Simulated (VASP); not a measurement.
# Al3GaN4 (P-42m) in VASP: a series of runs

Runs on Al3GaN4. Level: PBEsol. Tasks: single point.

Program: VASP 6.6.1. These are calculated values, not measurements. Logs are shortened: lines on timing, memory, paths and dates and some standing lists are left out, and cuts for length are marked.

**1. The cell of the first run**

The structure is tetragonal, space group P-42m (No. 111). The conventional cell has a = 3.995 Å, b = 3.995 Å, c = 4.792 Å, α = 90.00°, β = 90.00°, γ = 90.00°. Within 2.4 Å of Al (site symmetry -42m) lie 4 N at 1.85 Å. Within 2.4 Å of Al (site symmetry 222) lie 4 N at 1.84 Å. Within 2.5 Å of Ga (site symmetry -42m) lie 4 N at 1.89 Å. N (site symmetry m) has 3 Al at 1.84 to 1.85 Å and 1 Ga at 1.89 Å within 2.4 Å.

**2. Single point, PBEsol (9.56 Å³/atom)**

File INCAR:

```
SYSTEM = Al3GaN4
PREC = Accurate
ENCUT = 520
EDIFF = 1E-6
ISMEAR = 0
SIGMA = 0.05
LREAL = .False.
LASPH = .True.
NELM = 80
ALGO = Normal
ISIF = 2
LWAVE = .False.
LCHARG = .False.
GGA = PS
NBANDS = 31
```

File KPOINTS:

```
regular mesh
0
Gamma
  6 6 6
  0 0 0
```

File POSCAR:

```
Al3GaN4
1.0
    3.9946020330      0.0000000000      0.0000000000
    0.0000000000      3.9946020330      0.0000000000
    0.0000000000      0.0000000000      4.7919245988
Al Ga N
3 1 4
Direct
    0.5000000000      0.5000000000      0.0000000000
    0.5000000000      0.0000000000      0.5000000000
    0.0000000000      0.5000000000      0.5000000000
    0.0000000000      0.0000000000      0.0000000000
    0.7447140287      0.7447140287      0.2552859713
    0.7447140287      0.2552859713      0.7447140287
    0.2552859713      0.7447140287      0.7447140287
    0.2552859713      0.2552859713      0.2552859713
```

Potentials or basis: VASP PAW PBE potentials, release 64 (Al, Ga_d, N).

Run with:

```sh
> cat potpaw_PBE.64/Al/POTCAR potpaw_PBE.64/Ga_d/POTCAR potpaw_PBE.64/N/POTCAR > POTCAR
> mpirun -np 1 vasp_std > vasp.out
```

OUTCAR:

```text
SYSTEM = Al3GaN4
   PREC = Accurate
   ENCUT = 520
   EDIFF = 1E-6
   ISMEAR = 0
   LREAL = .False.
   LASPH = .True.
   NELM = 80
   ISIF = 2
   GGA = PS

 ion  position               nearest neighbor table
   1  0.500  0.500  0.000-   5 1.85   6 1.85   7 1.85   8 1.85   4 2.82   4 2.82   4 2.82   4 2.82
                             3 3.12   2 3.12   3 3.12   2 3.12   3 3.12   2 3.12   3 3.12   2 3.12
   2  0.500  0.000  0.500-   5 1.84   6 1.84   7 1.84   8 1.84   3 2.82   3 2.82   3 2.82   3 2.82
                             4 3.12   1 3.12   1 3.12   1 3.12   4 3.12   4 3.12   4 3.12   1 3.12
   3  0.000  0.500  0.500-   5 1.84   6 1.84   7 1.84   8 1.84   2 2.82   2 2.82   2 2.82   2 2.82
                             4 3.12   1 3.12   4 3.12   4 3.12   1 3.12   4 3.12   1 3.12   1 3.12
   4  0.000  0.000  0.000-   5 1.89   6 1.89   7 1.89   8 1.89   1 2.82   1 2.82   1 2.82   1 2.82
                             3 3.12   2 3.12   3 3.12   3 3.12   3 3.12   2 3.12   2 3.12   2 3.12
   5  0.745  0.745  0.255-   2 1.84   3 1.84   1 1.85   4 1.89
   6  0.745  0.255  0.745-   2 1.84   3 1.84   1 1.85   4 1.89
   7  0.255  0.745  0.745-   2 1.84   3 1.84   1 1.85   4 1.89
   8  0.255  0.255  0.255-   2 1.84   3 1.84   1 1.85   4 1.89

  LATTYP: Found a simple tetragonal cell.
 ALAT       =     3.9946020330
 C/A-ratio  =     1.1996000000

  Lattice vectors:

 A1 = (   3.9946020330,   0.0000000000,   0.0000000000)
 A2 = (   0.0000000000,   3.9946020330,   0.0000000000)
 A3 = (   0.0000000000,   0.0000000000,   4.7919245988)

Analysis of symmetry for initial positions (statically):
=====================================================================
 Subroutine PRICEL returns:
 Original cell was already a primitive cell.

 Routine SETGRP: Setting up the symmetry group for a
 simple tetragonal supercell.

 Subroutine GETGRP returns: Found  8 space group operations
 (whereof  8 operations were pure point group operations)
 out of a pool of 16 trial point group operations.

The static configuration has the point symmetry D_2d.

Analysis of symmetry for dynamics (positions and initial velocities):
=====================================================================
 Subroutine PRICEL returns:
 Original cell was already a primitive cell.

 Routine SETGRP: Setting up the symmetry group for a
 simple tetragonal supercell.

 Subroutine GETGRP returns: Found  8 space group operations
 (whereof  8 operations were pure point group operations)
 out of a pool of 16 trial point group operations.

The dynamic configuration has the point symmetry D_2d.

 Subroutine INISYM returns: Found  8 space group operations
 (whereof  8 operations are pure point group operations),
 and found     1 'primitive' translations

----------------------------------------------------------------------------------------

                                     Primitive cell

  volume of cell :      76.4640

  direct lattice vectors                    reciprocal lattice vectors
     3.994602033  0.000000000  0.000000000     0.250337829  0.000000000  0.000000000
     0.000000000  3.994602033  0.000000000     0.000000000  0.250337829  0.000000000
     0.000000000  0.000000000  4.791924599     0.000000000  0.000000000  0.208684419

  length of vectors
     3.994602033  3.994602033  4.791924599     0.250337829  0.250337829  0.208684419

  position of ions in fractional coordinates (direct lattice)
     0.500000000  0.500000000  0.000000000
     0.500000000  0.000000000  0.500000000
     0.000000000  0.500000000  0.500000000
     0.000000000  0.000000000  0.000000000
     0.744714029  0.744714029  0.255285971
     0.744714029  0.255285971  0.744714029
     0.255285971  0.744714029  0.744714029
     0.255285971  0.255285971  0.255285971

  ion indices of the primitive-cell ions
   primitive index   ion index
                 1           1
                 2           2
                 3           3
                 4           4
                 5           5
                 6           6
                 7           7
                 8           8

----------------------------------------------------------------------------------------

 KPOINTS: regular mesh

Automatic generation of k-mesh.
 Grid dimensions read from file:
 generate k-points for:    6    6    6

 Generating k-lattice:

  Cartesian coordinates                     Fractional coordinates (reciprocal lattice)
     0.041722971  0.000000000  0.000000000     0.166666667  0.000000000  0.000000000
     0.000000000  0.041722971  0.000000000     0.000000000  0.166666667  0.000000000
     0.000000000  0.000000000  0.034780736     0.000000000  0.000000000  0.166666667

  Length of vectors
     0.041722971  0.041722971  0.034780736

  Shift w.r.t. Gamma in fractional coordinates (k-lattice)
     0.000000000  0.000000000  0.000000000

 Subroutine IBZKPT returns following result:
 ===========================================

 Found     40 irreducible k-points:

 Following reciprocal coordinates:
            Coordinates               Weight
  0.000000  0.000000  0.000000      1.000000
  0.166667  0.000000  0.000000      4.000000
  0.333333  0.000000  0.000000      4.000000
  0.500000  0.000000  0.000000      2.000000
  0.166667  0.166667  0.000000      4.000000
  0.333333  0.166667  0.000000      8.000000
[... 16 lines left out ...]
  0.333333  0.000000  0.333333      8.000000
  0.500000  0.000000  0.333333      4.000000
 [... further k-points ...]
   k-points           NKPTS =     40   k-points in BZ     NKDIM =     40   number of bands    NBANDS=     31
   number of dos      NEDOS =    301   number of ions     NIONS =      8
   total plane-waves  NPLWV =  32400
   dimension x,y,z NGX =    30 NGY =   30 NGZ =   36
   dimension x,y,z NGXF=    60 NGYF=   60 NGZF=   72
   ions per type =               3   1   4
   NGX,Y,Z   is equivalent  to a cutoff of  12.49, 12.49, 12.49 a.u.
   NGXF,Y,Z  is equivalent  to a cutoff of  24.97, 24.97, 24.98 a.u.
 SYSTEM =  Al3GaN4
   PREC   = accura    normal or accurate (medium, high low for compatibility)
   ISTART =      0    job   : 0-new  1-cont  2-samecut
   ICHARG =      2    charge: 1-file 2-atom 10-const
   ISPIN  =      1    spin polarized calculation?
   LNONCOLLINEAR =      F non collinear calculations
   LSORBIT =      F    spin-orbit coupling
   LASPH  =      T    aspherical Exc in radial PAW
   ENCUT  =  520.0 eV  38.22 Ry    6.18 a.u.   7.43  7.43  8.91*2*pi/ulx,y,z
   NELM   =     80;   NELMIN=  2; NELMDL= -5     # of ELM steps
   EDIFF  = 0.1E-05   stopping-criterion for ELM
   LREAL  =      F    real-space projection
   EDIFFG = 0.1E-04   stopping-criterion for IOM
   NSW    =      0    number of steps for IOM
   IBRION =     -1    ionic relax: 0-MD 1-quasi-New 2-CG
   NFREE  =      0    steps in history (QN), initial steepest desc. (CG)
   ISIF   =      2    stress and relaxation
   ISYM   =      2    0-nonsym 1-usesym 2-fastsym
   POTIM  = 0.5000    time-step for ionic-motion
   TEBEG  =    0.0;   TEEND  =   0.0 temperature during run
   PSTRESS=    0.0 pullay stress
   NELECT =      42.0000    total number of electrons
   NUPDOWN=      -1.0000    fix difference up-down
   EMIN   =  10.00;   EMAX   =-10.00  energy-range for DOS
   EFERMI =   0.00;   METHOD = LEGACY
   ISMEAR =     0;   SIGMA  =   0.05  broadening in eV -4-tet -1-fermi 0-gaus
   EFERMI_NEDOS =   21; number of points for ismear=-14 and -15
   IALGO  =     38    algorithm
   IMIX   =      4    mixing-type and parameters
     AMIX     =   0.40;   BMIX     =  1.00
     AMIX_MAG =   1.60;   BMIX_MAG =  1.00
  volume/ion in A,a.u.               =       9.56        64.50
  Fermi-wavevector in a.u.,A,eV,Ry     =   1.340723  2.533598 24.456976  1.797537
  Thomas-Fermi vector in A             =   2.469013
   LORBIT       =      0    0 simple, 1 ext, 2 COOP (PROOUT), +10 PAW based schemes
   GGA     = PS    functional components
   LHFCALC =     F    Hartree Fock is set to
   AEXX    =    0.0000 exact exchange contribution
   IVDW    =     0    specifies the selected vdW correction
   LEPSILON=     F    determine dielectric tensor
   LRPA    =     F    only Hartree local field effects (RPA)
 non-spin polarized calculation
 Gauss-broadening in eV      SIGMA  =   0.05
  energy-cutoff  :      520.00
  volume of cell :       76.46
 maximum number of plane-waves:      2098
 NGX is ok and might be reduce to    30
   NGX = 15   NGY = 15   NGZ = 17

 number of electron      42.0000000 magnetization

 Free energy of the ion-electron system (eV)
  ---------------------------------------------------
  ext. energy  EPLUGINS =         0.00000000
  ---------------------------------------------------
  free energy    TOTEN  =       -58.29537397 eV

  energy without entropy =      -58.29537397  energy(sigma->0) =      -58.29537397

 E-fermi :   7.7319     XC(G=0): -11.8880

 val. band max:        7.4403675410   @ k =   0.3333   0.3333   0.0000
 cond. band min:      10.0397433945   @ k =   0.0000   0.0000   0.0000
 fundamental gap:      2.5993758536
 Fermi energy:         7.7318775658

 k-point     1 :       0.0000    0.0000    0.0000
  band No.  band energies     occupation
      1      -9.0835      2.00000
      2      -7.0304      2.00000
      3      -6.7218      2.00000
      4      -6.7218      2.00000
      5      -5.8939      2.00000
      6      -5.8190      2.00000
[... 23 lines left out ...]
     30      19.6039      0.00000
     31      19.6060      0.00000

 k-point     2 :       0.1667    0.0000    0.0000
  band No.  band energies     occupation
      1      -8.9147      2.00000
      2      -7.0186      2.00000
      3      -6.7988      2.00000
      4      -6.7436      2.00000
      5      -5.8856      2.00000
      6      -5.8111      2.00000
[... 740 lines left out ...]
 k-point    24 :       0.5000    0.0000    0.3333
  band No.  band energies     occupation
      1      -7.6014      2.00000
      2      -7.3964      2.00000
      3      -7.1549      2.00000
      4      -6.8971      2.00000
      5      -5.8530      2.00000
      6      -5.7382      2.00000
[... 23 lines left out ...]
     30      17.7086      0.00000
     31      18.2370      0.00000

 [... further k-points ...]

------------------------ aborting loop because EDIFF is reached ----------------------------------------

  FORCE on cell =-STRESS in cart. coord.  units (eV):
  Direction    XX          YY          ZZ          XY          YZ          ZX
  --------------------------------------------------------------------------------------
  -------------------------------------------------------------------------------------
  Total       18.0177416     18.0177416     -0.3161223      0.0000000     -0.0000000      0.0000000
  in kB      377.5321343    377.5321343     -6.6238236      0.0000000     -0.0000000      0.0000000
  external PRESSURE =     249.4801483 kB  Pullay stress =       0.0000000 kB

 VOLUME and BASIS-vectors are now :
 -----------------------------------------------------------------------------
  energy-cutoff  :      520.00
  volume of cell :       76.46
      direct lattice vectors                 reciprocal lattice vectors
     3.994602033  0.000000000  0.000000000     0.250337829  0.000000000  0.000000000
     0.000000000  3.994602033  0.000000000     0.000000000  0.250337829  0.000000000
     0.000000000  0.000000000  4.791924599     0.000000000  0.000000000  0.208684419

 POSITION                                       TOTAL-FORCE (eV/Angst)
 -----------------------------------------------------------------------------------
      1.99730      1.99730      0.00000         0.000000      0.000000      0.000000
      1.99730      0.00000      2.39596         0.000000      0.000000      0.000000
      0.00000      1.99730      2.39596        -0.000000      0.000000      0.000000
      0.00000      0.00000      0.00000         0.000000      0.000000      0.000000
      2.97484      2.97484      1.22331        -0.076016     -0.076016     -0.167181
      2.97484      1.01977      3.56861        -0.076016      0.076016      0.167181
      1.01977      2.97484      3.56861         0.076016     -0.076016      0.167181
      1.01977      1.01977      1.22331         0.076016      0.076016     -0.167181
 -----------------------------------------------------------------------------------
    total drift:                                0.000000      0.000000     -0.000000

  FREE ENERGIE OF THE ION-ELECTRON SYSTEM (eV)
  ---------------------------------------------------
  free  energy   TOTEN  =       -58.2953739721 eV

  energy  without entropy=      -58.2953739721  energy(sigma->0) =      -58.29537397
```

It took 2.3 min on 1 thread of Intel Xeon 8259CL, shared host; peak memory 0.23 GiB.

What came out:

```
Free energy            : -58.2954 eV
Pressure               : 24.9 GPa
Largest force          : 0.199 eV/Å
Band gap on the k mesh : 2.60 eV (least direct gap 2.77 eV)
```

Forces on the atoms (eV/Å):
```
Al   0.000  0.000  0.000
Al   0.000  0.000  0.000
Al   0.000  0.000  0.000
Ga   0.000  0.000  0.000
N   -0.076 -0.076 -0.167
N   -0.076  0.076  0.167
N    0.076 -0.076  0.167
N    0.076  0.076 -0.167
```

Stress tensor (GPa, compression positive):
```
37.75  0.00  0.00
 0.00 37.75  0.00
 0.00  0.00 -0.66
```

Caveat: the stress differs along the axes, from -1 to 38 GPa; the PAW data sets were made with another functional, which shifts forces and pressure a little. A k mesh can miss the band edges.

(Part 1 of 2 ends here.)
